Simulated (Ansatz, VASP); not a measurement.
# Two plane-wave programs on Sn

The input POSCAR:

```
Sn
1.0
   -1.7430796737      1.7430796737      1.7430796737
    1.7430796737     -1.7430796737      1.7430796737
    1.7430796737      1.7430796737     -1.7430796737
Sn
1
Direct
    0.0000000000      0.0000000000      0.0000000000
```

INCAR.step1

```
  PREC = Accurate
  ENCUT = 520
  ISMEAR = 0
  SIGMA = 0.15
  LREAL = F
  LASPH = T
  NELM = 100
  NBANDS = 13
  GGA = PE
  ALGO = Normal
  EDIFF = 1E-4
  LWAVE = T
  LCHARG = F
```

INCAR.step2

```
  PREC = Accurate
  ENCUT = 520
  EDIFF = 1E-6
  ISMEAR = 0
  SIGMA = 0.15
  LREAL = F
  LASPH = T
  NELM = 100
  ALGO = Normal
  ISIF = 2
  LWAVE = F
  LCHARG = T
  METAGGA = R2SCAN
  LMIXTAU = T
  LELF = T
  LVHAR = T
  NBANDS = 13
  ISTART = 1
```

Contents of KPOINTS:

```
regular mesh
0
Gamma
  18 18 18
```

Input for Ansatz:

```yaml
crystal:
  lattice:
    - [-1.7430796737, 1.7430796737, 1.7430796737]
    - [1.7430796737, -1.7430796737, 1.7430796737]
    - [1.7430796737, 1.7430796737, -1.7430796737]
  atoms:
    - { symbol: Sn, position: [0.0, 0.0, 0.0] }
basis:
  ecutwfc: 500
kpoints:
  mp_grid: { grid: [18, 18, 18] }
hamiltonian:
  xc: r2scan
scf:
  occupations: { method: gaussian, width: 0.15 }
output:
  forces: true
  stress: true
  eigenvalues: true
```

Change from the starting cell: strain -0.080 along x and y, -0.080 along z, atoms carried along.

Alike in both runs: task single point; functional r2SCAN; k mesh 18 × 18 × 18; occupations gaussian, width 0.15 eV; no spin polarisation.

|  | VASP | Ansatz |
| --- | --- | --- |
| version | VASP 6.6.1 | Ansatz 0.2.0 |
| potentials or method | VASP PAW PBE potentials, release 64 (Sn_d), cutoff 520 eV | scalar-relativistic, plane waves, PAW |
| valence electrons in the cell | 14 | 14 |

VASP gave:

```
gap on the k mesh at the Fermi level (eV) : none
pressure (GPa)                            : 22.2
```

**Question.** Which values does Ansatz return?

**Answer.** gap on the k mesh at the Fermi level (eV): none; pressure (GPa): 22.1.

VASP's potentials were made for PBE, not for r2SCAN. A gap of «none» marks a metal or a gap that the smearing closes.
